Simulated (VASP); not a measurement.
Set up this calculation in VASP 6.6.1, as the native input.

```
Task                   : relaxation of cell and atoms
Functional             : PBE
Potentials or basis    : VASP PAW PBE potentials, release 64 (Ta_pv)
Cutoff                 : 600 eV
k mesh                 : 14 × 14 × 14
Occupations            : fermi-dirac, width 0.1 eV
Spin                   : no spin polarisation
Target pressure        : 20 GPa
Dipole correction      : no
Further INCAR settings : ALGO = Normal; EDIFF = 1e-06; IBRION = 2; EDIFFG = -0.05; NSW = 80; ISIF = 3
```

The structure of Ta lies in POSCAR:

```
Ta
1.0
   -1.6512800000      1.6512800000      1.6512800000
    1.6512800000     -1.6512800000      1.6512800000
    1.6512800000      1.6512800000     -1.6512800000
Ta
1
Direct
    0.0000000000      0.0000000000      0.0000000000
```

The input as run:

INCAR

```
PREC = Accurate
ENCUT = 600
EDIFF = 1E-6
ISMEAR = -1
SIGMA = 0.1
LREAL = False
LASPH = True
NELM = 60
ALGO = Normal
ISIF = 3
LWAVE = False
LCHARG = False
GGA = PE
IBRION = 2
NSW = 80
EDIFFG = -0.05
PSTRESS = 200.0
```

KPOINTS

```
regular mesh
0
Gamma
  14 14 14
```

Potentials or basis: VASP PAW PBE potentials, release 64 (Ta_pv).

Launch:

```sh
$ cat potpaw_PBE.64/Ta_pv/POTCAR > POTCAR
$ mpirun -np 1 vasp_std > vasp.out
```

Results of the run:

* Relaxed volume: 16.82 Å³/atom
* Relaxed cell: a = 2.796 Å, b = 2.796 Å, c = 2.796 Å, α = 109.47°, β = 109.47°, γ = 109.47°
* Space group after relaxing (to 0.05 Å): Im-3m (No. 229)
* Energy change on relaxing (the enthalpy is what falls): +82.0 meV/atom
* Ionic steps: 4
* Pressure after relaxing: 19.7 GPa

Caveat: the cell is relaxed towards a set pressure, so the enthalpy falls and the energy may rise.

It took 39 s on 1 thread of Intel(R) Xeon(R) Platinum 8488C (Sapphire Rapids) (shared host), peak memory 0.16 GiB.
